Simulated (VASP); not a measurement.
# TaWC2 (R-3m) in VASP: settings compared, part 2 of 3

VASP 6.6.1. Earlier steps stand in the parts before.

## 3. Single point, LDA

This run uses another cell than the first one, of 10.70 Å³/atom.

INCAR reads:

```
SYSTEM = TaWC2
ALGO = Normal
EDIFF = 1E-6
ENCUT = 520
ISIF = 2
ISMEAR = -1
LASPH = .True.
LCHARG = .False.
LREAL = .False.
LWAVE = .False.
NBANDS = 24
NELM = 60
PREC = Accurate
SIGMA = 0.05
```

KPOINTS reads:

```
k-points
0
Gamma
  10 10 10
  0 0 0
```

POSCAR reads:

```
TaWC2
1.0
    1.5613054648      0.9014201304      5.0673795820
   -1.5613054648      0.9014201304      5.0673795820
    0.0000000000     -1.8028402609      5.0673795820
W Ta C
1 1 2
Direct
    0.0000000000      0.0000000000      0.0000000000
    0.5000000000      0.5000000000      0.5000000000
    0.2509330000      0.2509330000      0.2509330000
    0.7490670000      0.7490670000      0.7490670000
```

Potentials or basis: VASP PAW LDA potentials, release 64 (W_sv, Ta_pv, C).

Launch:

```console
$ cat potpaw_LDA.64/W_sv/POTCAR potpaw_LDA.64/Ta_pv/POTCAR potpaw_LDA.64/C/POTCAR > POTCAR
$ mpirun -np 1 vasp_std > vasp.out
```

OUTCAR:

```text
SYSTEM = TaWC2
   EDIFF = 1E-6
   ENCUT = 520
   ISIF = 2
   ISMEAR = -1
   LASPH = .True.
   LREAL = .False.
   NELM = 60
   PREC = Accurate

 ion  position               nearest neighbor table
   1  0.000  0.000  0.000-   4 2.20   4 2.20   3 2.20   3 2.20   4 2.20   3 2.20   2 3.11   2 3.11
                             2 3.11   2 3.11   2 3.11   2 3.11
   2  0.500  0.500  0.500-   3 2.21   3 2.21   4 2.21   4 2.21   3 2.21   4 2.21   1 3.11   1 3.11
                             1 3.11   1 3.11   1 3.11   1 3.11
   3  0.251  0.251  0.251-   1 2.20   1 2.20   1 2.20   2 2.21   2 2.21   2 2.21
   4  0.749  0.749  0.749-   1 2.20   1 2.20   1 2.20   2 2.21   2 2.21   2 2.21

  LATTYP: Found a trigonal (rhomboedric) cell.
 ALAT       =     5.3785285008
 COS(alpha) =     0.8314693846

  Lattice vectors:

 A1 = (   1.5613054648,   0.9014201304,   5.0673795820)
 A2 = (  -1.5613054648,   0.9014201304,   5.0673795820)
 A3 = (   0.0000000000,  -1.8028402609,   5.0673795820)

Analysis of symmetry for initial positions (statically):
=====================================================================
 Subroutine PRICEL returns:
 Original cell was already a primitive cell.

 Routine SETGRP: Setting up the symmetry group for a
 trigonal (rhombohedral) supercell.

 Subroutine GETGRP returns: Found 12 space group operations
 (whereof 12 operations were pure point group operations)
 out of a pool of 12 trial point group operations.

The static configuration has the point symmetry D_3d.

Analysis of symmetry for dynamics (positions and initial velocities):
=====================================================================
 Subroutine PRICEL returns:
 Original cell was already a primitive cell.

 Routine SETGRP: Setting up the symmetry group for a
 trigonal (rhombohedral) supercell.

 Subroutine GETGRP returns: Found 12 space group operations
 (whereof 12 operations were pure point group operations)
 out of a pool of 12 trial point group operations.

[... 122 lines left out ...]
   IMIX   =      4    mixing-type and parameters
     AMIX     =   0.40;   BMIX     =  1.00
     AMIX_MAG =   1.60;   BMIX_MAG =  1.00
  volume/ion in A,a.u.               =      10.70        72.19
  Fermi-wavevector in a.u.,A,eV,Ry     =   1.501284  2.837015 30.665543  2.253854
  Thomas-Fermi vector in A             =   2.612675
   LORBIT       =      0    0 simple, 1 ext, 2 COOP (PROOUT), +10 PAW based schemes
   GGA     = CA    functional components
   LHFCALC =     F    Hartree Fock is set to
   AEXX    =    0.0000 exact exchange contribution
   IVDW    =     0    specifies the selected vdW correction
   LEPSILON=     F    determine dielectric tensor
   LRPA    =     F    only Hartree local field effects (RPA)
 non-spin polarized calculation
  energy-cutoff  :      520.00
  volume of cell :       42.79
 maximum number of plane-waves:      1169
   NGX = 19   NGY = 19   NGZ = 19

 number of electron      32.9999999 magnetization

 Free energy of the ion-electron system (eV)
  ---------------------------------------------------
  ext. energy  EPLUGINS =         0.00000000
  ---------------------------------------------------
  free energy    TOTEN  =       -48.13367487 eV

  energy without entropy =      -48.11875110  energy(sigma->0) =      -48.12621299

 E-fermi :  10.4064     XC(G=0): -13.6822

 val. band max:       10.3973279227   @ k =   0.4000   0.2000   0.0000
 cond. band min:      10.4066318061   @ k =  -0.1000   0.2000   0.1000
 fundamental gap:      0.0093038834
 Fermi energy:        10.4064061158

 k-point     1 :       0.0000    0.0000    0.0000
  band No.  band energies     occupation
      1     -64.4364      2.00000
      2     -28.9850      2.00000
      3     -28.7715      2.00000
      4     -28.7715      2.00000
      5     -25.0419      2.00000
      6     -24.6473      2.00000
[... 637 lines left out ...]
     23      16.5275      0.00000
     24      17.2948      0.00000

 [... further k-points ...]

------------------------ aborting loop because EDIFF is reached ----------------------------------------

  FORCE on cell =-STRESS in cart. coord.  units (eV):
  Direction    XX          YY          ZZ          XY          YZ          ZX
  --------------------------------------------------------------------------------------
  -------------------------------------------------------------------------------------
  Total       -2.1914219     -2.1914219     -2.1738649      0.0000000      0.0000000      0.0000000
  in kB      -82.0515433    -82.0515433    -81.3941742      0.0000000      0.0000000      0.0000000
  external PRESSURE =     -81.8324203 kB  Pullay stress =       0.0000000 kB

 VOLUME and BASIS-vectors are now :
 -----------------------------------------------------------------------------
  energy-cutoff  :      520.00
  volume of cell :       42.79
      direct lattice vectors                 reciprocal lattice vectors
     1.561305465  0.901420130  5.067379582     0.320244828  0.184893438  0.065780218
    -1.561305465  0.901420130  5.067379582    -0.320244828  0.184893438  0.065780218
     0.000000000 -1.802840261  5.067379582     0.000000000 -0.369786875  0.065780218

 POSITION                                       TOTAL-FORCE (eV/Angst)
 -----------------------------------------------------------------------------------
      0.00000      0.00000      0.00000         0.000000      0.000000     -0.000000
      0.00000     -0.00000      7.60107         0.000000     -0.000000      0.000000
      0.00000     -0.00000      3.81472         0.000000     -0.000000      0.088187
      0.00000     -0.00000     11.38742         0.000000      0.000000     -0.088187
 -----------------------------------------------------------------------------------
    total drift:                                0.000000      0.000000      0.000000

  FREE ENERGIE OF THE ION-ELECTRON SYSTEM (eV)
  ---------------------------------------------------
  free  energy   TOTEN  =       -48.1336748732 eV

  energy  without entropy=      -48.1187511008  energy(sigma->0) =      -48.12621299
```

OSZICAR:

```text
N       E                     dE             d eps       ncg     rms          rms(c)
DAV:   1     0.266380340668E+03    0.26638E+03   -0.16818E+04  5568   0.146E+03
DAV:   2    -0.416871945790E+02   -0.30807E+03   -0.29558E+03  6320   0.424E+02
DAV:   3    -0.550775764605E+02   -0.13390E+02   -0.13107E+02  7112   0.822E+01
DAV:   4    -0.552767451731E+02   -0.19917E+00   -0.19888E+00  6080   0.105E+01
DAV:   5    -0.552795658412E+02   -0.28207E-02   -0.28201E-02  7224   0.119E+00    0.400E+01
DAV:   6    -0.485060514186E+02    0.67735E+01   -0.28503E+01  6400   0.342E+01    0.124E+01
DAV:   7    -0.483653641100E+02    0.14069E+00   -0.28908E+00  6968   0.117E+01    0.892E+00
DAV:   8    -0.481749626566E+02    0.19040E+00   -0.97429E-01  6760   0.654E+00    0.436E+00
DAV:   9    -0.481346208434E+02    0.40342E-01   -0.93362E-02  6904   0.207E+00    0.423E-01
DAV:  10    -0.481338700933E+02    0.75075E-03   -0.49571E-03  6952   0.423E-01    0.167E-01
DAV:  11    -0.481336947250E+02    0.17537E-03   -0.62581E-04  7008   0.193E-01    0.961E-02
DAV:  12    -0.481336748082E+02    0.19917E-04   -0.62734E-05  6672   0.555E-02    0.258E-02
DAV:  13    -0.481336748732E+02   -0.64997E-07   -0.15145E-06  4776   0.953E-03
   1 F= -.48133675E+02 E0= -.48126213E+02  d E =-.149238E-01
```

Wall time 5.5 min (1 thread of Intel Xeon 8259CL, shared host); peak memory 0.29 GiB.

Results:

```yaml
Free_energy: -48.1337 eV
Pressure: -8.2 GPa
Largest_force: 0.088 eV/Å
Band_gap_on_the_k_mesh: zero (an odd number of electrons rules out a gap without spin polarisation)
```

Forces in eV/Å, atoms in the order of the input:
```
W    0.000  0.000  0.000
Ta   0.000  0.000  0.000
C    0.000  0.000  0.088
C    0.000  0.000 -0.088
```

Caveat: the cell stands under tension; spin-orbit coupling is left out, which moves the levels of the heavy elements.

[end of part 2 of 3]
